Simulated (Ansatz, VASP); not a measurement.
Zn in VASP and in Ansatz

```
Zn
1.0
     2.64059    0.00000    0.00000
    -1.32030    2.28682    0.00000
     0.00000    0.00000    5.05844
Zn
2
Cartesian
  0.0000 1.5245 1.2646
  1.3203 0.7623 3.7938
```

Alike in both runs: functional PBE; k mesh 21 × 21 × 14; occupations gaussian, width 0.1 eV; no spin polarisation.

Ansatz relaxed the structure, and its values are those at the end. VASP's run is a single point on that final structure, the one shown.

|  | VASP | Ansatz |
| --- | --- | --- |
| version | VASP 6.6.1 | Ansatz 0.2.0 |
| potentials or method | VASP PAW PBE potentials, release 64 (Zn), cutoff 520 eV | scalar-relativistic, plane waves, PAW |
| valence electrons in the cell | 24 | 24 |

VASP gave:

```
gap on the k mesh at the Fermi level (eV) : none
pressure (GPa)                            : 0.3
```

Question: Which values does Ansatz return?

Answer: gap on the k mesh at the Fermi level (eV): none; pressure (GPa): 0.0.

A gap of «none» marks a metal or a gap that the smearing closes.
